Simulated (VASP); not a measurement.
Runs of VASP 6.6.1 on LiH. The structure is that of space group Fm-3m (No. 225), or close to it. The cells are those of the table. 

```csv
task,cell,k mesh,cutoff (eV),smearing,gap on the mesh (eV)
single point,"a = 2.832 Å, angles 60.0, 60.0, 90.0°, 2 atoms",10 × 10 × 10,520,gaussian 0.01 eV,3.58
single point,"a = 2.784 Å, angles 60.0, 60.0, 90.0°, 2 atoms",10 × 10 × 10,520,gaussian 0.01 eV,3.55
relaxation of cell and atoms,"relaxed to -2 GPa from a = 2.832 Å, angles 60.0, 60.0, 90.0°, 2 atoms",10 × 10 × 10,600,gaussian 0.01 eV,3.61
single point,"a = 2.592 Å, angles 60.0, 60.0, 90.0°, 2 atoms",10 × 10 × 10,520,gaussian 0.01 eV,3.36
single point,"a = 2.694 Å, angles 60.0, 60.0, 90.0°, 2 atoms",10 × 10 × 10,520,gaussian 0.01 eV,(a)
single point,"a = 2.832 Å, angles 60.0, 60.0, 90.0°, 2 atoms",14 × 14 × 14,520,fermi-dirac 0.05 eV,3.58
single point,"a = 2.651 Å, angles 60.0, 60.0, 90.0°, 2 atoms",10 × 10 × 10,520,gaussian 0.01 eV,(b)
single point,"a = 2.891 Å, angles 60.0, 60.0, 90.0°, 2 atoms",10 × 10 × 10,520,gaussian 0.01 eV,3.61
single point,"a = 2.745 Å, angles 60.0, 60.0, 90.0°, 2 atoms",10 × 10 × 10,520,gaussian 0.01 eV,3.52
```

Alike in all rows: level r2SCAN; potentials or basis VASP PAW PBE potentials, release 64 (Li_sv, H); no spin polarisation.

Fill in the values left out.

(a) 3.48; (b) 3.43.

Caveats: the cutoff is under 1.25 times the usual one of these potentials, so pressure, stress and relaxed cells hold a basis-set (Pulay) error; the PAW data sets were made with another functional, which shifts forces and pressure a little; the cell is relaxed towards a set pressure, so the enthalpy falls and the energy may rise (some runs).

A k mesh can miss the band edges.
